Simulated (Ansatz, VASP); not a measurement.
## Na3Al in VASP and in Ansatz

The input INCAR:

```
PREC = Accurate
ENCUT = 520
EDIFF = 1E-6
ISMEAR = -1
SIGMA = 0.05
LREAL = False
LASPH = True
NELM = 100
ALGO = Fast
ISIF = 2
LWAVE = False
LCHARG = True
GGA = PE
LELF = True
LVHAR = True
NBANDS = 20
```

The input KPOINTS:

```
Automatic mesh
0
Gamma
  6 6 6
```

The input POSCAR:

```
Na3Al
1.0
    0.0000000000      3.8072783658      3.8072783658
    3.8072783658      0.0000000000      3.8072783658
    3.8072783658      3.8072783658      0.0000000000
Al Na
1 3
Direct
    0.0000000000      0.0000000000      0.0000000000
    0.5000000000      0.5000000000      0.5000000000
    0.7500000000      0.7500000000      0.7500000000
    0.2500000000      0.2500000000      0.2500000000
```

input.yaml

```yaml
crystal:
  lattice:
    - [0.0, 3.8072783658, 3.8072783658]
    - [3.8072783658, 0.0, 3.8072783658]
    - [3.8072783658, 3.8072783658, 0.0]
  atoms:
    - { symbol: Al, position: [0.0, 0.0, 0.0] }
    - { symbol: Na, position: [0.5, 0.5, 0.5] }
    - { symbol: Na, position: [0.75, 0.75, 0.75] }
    - { symbol: Na, position: [0.25, 0.25, 0.25] }
hamiltonian:
  xc: pbe
  pseudopotentials: { kind: paw }
kpoints:
  mp_grid: { grid: [6, 6, 6] }
scf:
  occupations: { method: fermi_dirac, width: 0.05 }
output:
  forces: true
  stress: true
  eigenvalues: true
```

Alike in both runs: task single point; functional PBE; k mesh 6 × 6 × 6; occupations fermi-dirac, width 0.05 eV; no spin polarisation.

|  | VASP | Ansatz |
| --- | --- | --- |
| version | VASP 6.6.1 | Ansatz 0.2.0 |
| potentials or method | VASP PAW PBE potentials, release 64 (Al, Na_pv) | Ansatz PAW |
| plane-wave cutoff (eV) | 520 | 420 |
| valence electrons in the cell | 24 | 30 |

|  | VASP | Ansatz | Ansatz less VASP |
| --- | --- | --- | --- |
| gap on the k mesh at the Fermi level (eV) | none | none | - |
| pressure (GPa) | 0.5 | 0.5 | -0.03 |

A gap of «none» marks a metal or a gap that the smearing closes. VASP's potentials hold 24 valence electrons a cell and Ansatz's 30, so a difference there can come from the potentials and not from the codes.
